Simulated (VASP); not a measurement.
## TiN (Osbornite): single point with LDA

Crystal: TiN (Osbornite).

```
CELL_PARAMETERS angstrom
0.00000 2.08645 2.08645
2.08645 0.00000 2.08645
2.08645 2.08645 0.00000
ATOMIC_POSITIONS crystal
Ti 0.00000 0.00000 0.00000
N 0.50000 0.50000 0.50000
```

* Program: VASP 6.6.1
* Task: single point
* Functional: LDA
* Potentials or basis: VASP PAW LDA potentials, release 64 (Ti_sv, N)
* Cutoff: 520 eV
* k mesh: 18 × 18 × 18
* Occupations: fermi-dirac, width 0.15 eV
* Spin: no spin polarisation
* Dipole correction: no
* Further INCAR settings: ALGO = Normal; EDIFF = 1e-07; NBANDS = 16

```
Pressure : 1.1 GPa
```

Levels at points of the mesh, in eV from the Fermi level:
```tsv
k point	band 7	band 8	band 9	band 10	band 11	band 12
(0.00, 0.00, 0.00)	-2.04	-2.04	-0.67	-0.67	-0.67	0.63
(0.50, 0.00, 0.00)	-5.71	-5.71	1.84	1.84	2.58	6.17
(0.50, 0.50, 0.00)	-3.30	-3.23	-3.23	1.78	2.61	2.61
```

It took 70 s on 1 thread of Intel(R) Xeon(R) Platinum 8259CL CPU @ 2.50GHz (Skylake/Cascade Lake), on a shared host, peak memory 0.17 GiB.
